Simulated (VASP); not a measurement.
Wanted: the native input for a VASP 6.6.1 run.

```
Task                   : single point
Functional             : PBE
Potentials or basis    : VASP PAW PBE potentials, release 64 (Ti_sv)
Cutoff                 : 520 eV
k mesh                 : 18 × 18 × 12
Occupations            : gaussian, width 0.1 eV
Spin                   : no spin polarisation
Dipole correction      : no
Further INCAR settings : ALGO = Fast; EDIFF = 1e-06; NBANDS = 19
```

The structure of Ti lies in POSCAR:

```
Ti
1.0
    2.0560175230      2.0560175230      0.0000000000
   -2.0560175230      2.0560175230      0.0000000000
    0.0000000000      0.0000000000      3.9475536441
Ti
2
Direct
    0.0000000000      0.0000000000      0.0000000000
    0.5000000000      0.5000000000      0.5000000000
```

This cell differs from its parent crystal: strain along c alone, the other axes held: -4.0 %.

The input as run:

INCAR

```
SYSTEM = Ti
PREC = Accurate
ENCUT = 520
EDIFF = 1E-6
ISMEAR = 0
SIGMA = 0.1
LREAL = .FALSE.
LASPH = .TRUE.
NELM = 80
ALGO = Fast
ISIF = 2
LWAVE = .FALSE.
LCHARG = .FALSE.
GGA = PE
NBANDS = 19
```

KPOINTS

```
regular mesh
0
G
  18 18 12
  0 0 0
```

Potentials or basis: VASP PAW PBE potentials, release 64 (Ti_sv).

Run with:

```sh
$ cat potpaw_PBE.64/Ti_sv/POTCAR > POTCAR
$ mpirun -np 1 vasp_std > vasp.out
```

Results of the run:

| Property | Result |
| --- | --- |
| Pressure | 4.1 GPa |
| Band gap on the k mesh | zero (band 12 reaches 9.51 eV, above the bottom of band 13 at 8.20 eV) |

Caveat: the cell differs from its parent crystal (strain along c alone, the other axes held: -4.0 %).

Wall time 3.3 min on 1 thread of Intel(R) Xeon(R) 6975P-C (Granite Rapids) (shared host), peak memory 0.3 GiB.
